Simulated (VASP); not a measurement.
Write the native input for VASP 6.6.1 that does the following.

- Task: single point
- Functional: BLYP
- Potentials or basis: VASP PAW PBE potentials, release 64 (Cd)
- Cutoff: 520 eV
- k mesh: 13 × 13 × 9
- Occupations: fermi-dirac, width 0.1 eV
- Spin: no spin polarisation
- Dipole correction: no
- Further INCAR settings: ALGO = Normal; EDIFF = 1e-06; NBANDS = 19

The structure of Cd lies in POSCAR:

```
Cd
1.0
   -3.2825988603      3.1763352728      1.6445006415
    3.1763352728     -3.2825988603      1.6445006415
    3.1775394654      3.1775394654     -1.8391225966
Cd
2
Direct
    0.9967861260      0.0032138740      1.0000000000
    0.7532138740      0.2467861260      0.5000000000
```

One way to write it, as run:

INCAR

```
SYSTEM = Cd
  PREC = Accurate
  ENCUT = 520
  EDIFF = 1E-6
  ISMEAR = -1
  SIGMA = 0.1
  LREAL = .False.
  LASPH = .True.
  NELM = 60
  ALGO = Normal
  ISIF = 2
  LWAVE = .False.
  LCHARG = .True.
  GGA = B5
  ALDAX = 1.0
  AGGAX = 1.0
  AGGAC = 1.0
  ALDAC = 0.0
  LELF = .True.
  LVHAR = .True.
  NBANDS = 19
```

KPOINTS

```
regular mesh
0
Gamma
  13 13 9
  0 0 0
```

Potentials or basis: VASP PAW PBE potentials, release 64 (Cd).

Command:

```sh
$ cat potpaw_PBE.64/Cd/POTCAR > POTCAR
$ mpirun -np 1 vasp_std > vasp.out
```

Results of the run:

- Pressure: -1.1 GPa
- Band gap on the k mesh: zero (bands 12 and 13 overlap by 3.13 eV)

Caveat: the PAW data sets were made with another functional, which shifts forces and pressure a little.

Run time: 4.2 min on 1 thread of Intel(R) Xeon(R) Platinum 8488C (Sapphire Rapids), on a shared host, peak memory 0.52 GiB.
